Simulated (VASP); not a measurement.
Write the native input for VASP 6.6.1 that does the following.

```yaml
Task: single point
Functional: PBEsol
Potentials_or_basis: VASP PAW PBE potentials, release 64 (Al, Ga_d, As)
Cutoff: 520 eV
k_mesh: 4 × 4 × 4
Occupations: gaussian, width 0.1 eV
Spin: no spin polarisation
Dipole_correction: no
Further_INCAR_settings: ALGO = Normal; EDIFF = 1e-07; NBANDS = 41
```

The structure of AlGa3As4 lies in POSCAR:

```
AlGa3As4
1.0
    5.6627176645      0.0000000000      0.0000000000
    0.0000000000      5.6627176645      0.0000000000
    0.0000000000      0.0000000000      5.6627176645
Al Ga As
1 3 4
Direct
    0.0000000000      0.0000000000      0.0000000000
    0.5000000000      0.5000000000      0.0000000000
    0.5000000000      0.0000000000      0.5000000000
    0.0000000000      0.5000000000      0.5000000000
    0.7499797552      0.7499797552      0.2500202448
    0.7499797552      0.2500202448      0.7499797552
    0.2500202448      0.7499797552      0.7499797552
    0.2500202448      0.2500202448      0.2500202448
```

One way to write it, as run:

INCAR

```
SYSTEM = AlGa3As4
ALGO     = Normal         ! electronic algorithm
EDIFF    = 1E-7           ! SCF threshold, eV
ENCUT    = 520            ! plane-wave cutoff, eV
GGA      = PS             ! functional
ISIF     = 2              ! what is computed and relaxed
ISMEAR   = 0              ! smearing method
LASPH    = .TRUE.         ! aspherical terms in the spheres
LCHARG   = .FALSE.        ! write CHGCAR
LREAL    = .FALSE.        ! projectors in reciprocal space
LWAVE    = .FALSE.        ! write WAVECAR
NBANDS   = 41             ! bands
NELM     = 60             ! most SCF steps
PREC     = Accurate       ! precision mode
SIGMA    = 0.1            ! smearing width, eV
```

KPOINTS

```
k-points
0
G
  4 4 4
  0 0 0
```

Potentials or basis: VASP PAW PBE potentials, release 64 (Al, Ga_d, As).

Command:

```console
$ cat potpaw_PBE.64/Al/POTCAR potpaw_PBE.64/Ga_d/POTCAR potpaw_PBE.64/As/POTCAR > POTCAR
$ mpirun -np 1 vasp_std > vasp.out
```

Results of the run:

```json
{
 "Pressure": "0.2 GPa",
 "Band gap on the k mesh": "0.76 eV"
}
```

Caveat: the PAW data sets were made with another functional, which shifts forces and pressure a little.

Run time: 110 s on 1 thread of AMD EPYC 7R13, with other jobs on the host, peak memory 0.26 GiB.
